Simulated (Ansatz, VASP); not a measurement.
Given: the input of a run of VASP 6.6.1 on H.

File INCAR:

```
SYSTEM = H
  ALGO = Normal
  EDIFF = 1E-7
  EDIFFG = -0.01
  ENCUT = 600
  GGA = PS
  IBRION = 2
  ISIF = 3
  ISMEAR = -1
  LASPH = .True.
  LCHARG = .False.
  LREAL = .False.
  LWAVE = .False.
  NELM = 80
  NSW = 60
  PREC = Accurate
  SIGMA = 0.05
```

The input KPOINTS:

```
k-points
0
Gamma
  10 10 26
  0 0 0
```

POSCAR

```
H
1.0
    2.6496387389      0.0000000000      0.0000000000
    0.0000000000      2.6496387389      0.0000000000
    0.0000000000      0.0000000000      0.9804929200
H
1
Direct
    0.0000000000      0.0000000000      0.5000000000
```

Potentials or basis: VASP PAW PBE potentials, release 64 (H).

Command:

```bash
$ cat potpaw_PBE.64/H/POTCAR > POTCAR
$ mpirun -np 1 vasp_std > vasp.out
```

Q: Translate it to Ansatz 0.2.0. Potentials there: Ansatz PAW.

A: As run (the cutoff follows the program's own potentials):

Contents of input.yaml:

```yaml
crystal:
  lattice:
    - [2.6496387389, 0.0, 0.0]
    - [0.0, 2.6496387389, 0.0]
    - [0.0, 0.0, 0.98049292]
  atoms:
    - { symbol: H, position: [0.0, 0.0, 0.5] }
hamiltonian:
  xc: pbesol
  pseudopotentials: { kind: paw }
kpoints:
  mp_grid: { grid: [10, 10, 26] }
scf:
  occupations: { method: fermi_dirac, width: 0.05 }
output:
  forces: true
  stress: true
  eigenvalues: true
relax:
  f_tol: 0.01
  max_steps: 40
  cell: { stress_tol: 0.05 }
```

Potentials or basis: Ansatz PAW.

The run is started by

```console
$ ansatz run input.yaml --threads 2 --pin off --max-ram 5632MiB --backend cpu --events-out ev --progress --plain --runs-dir out
```

Both were run:

|  | VASP | Ansatz | Ansatz less VASP |
| --- | --- | --- | --- |
| relaxed volume (Å³/atom) | 8.70 | 10.26 | +1.560 |
| relaxed cell length with the largest relative difference (Å) | 2.965 | 3.218 | +0.2528 |

VASP's potentials were made for PBE, not for PBEsol. One of these differences is far larger than is usual between the two programs; its cause wasn't traced.

Noted on VASP's run: the volume moved by over 15 % at a fixed basis, so the end points are rough. Noted on Ansatz's run: the volume moved by over 15 % at a fixed basis, so the end points are rough; the plane-wave basis is chosen anew once the cell has moved, so the energies of steps on either side of that aren't comparable.
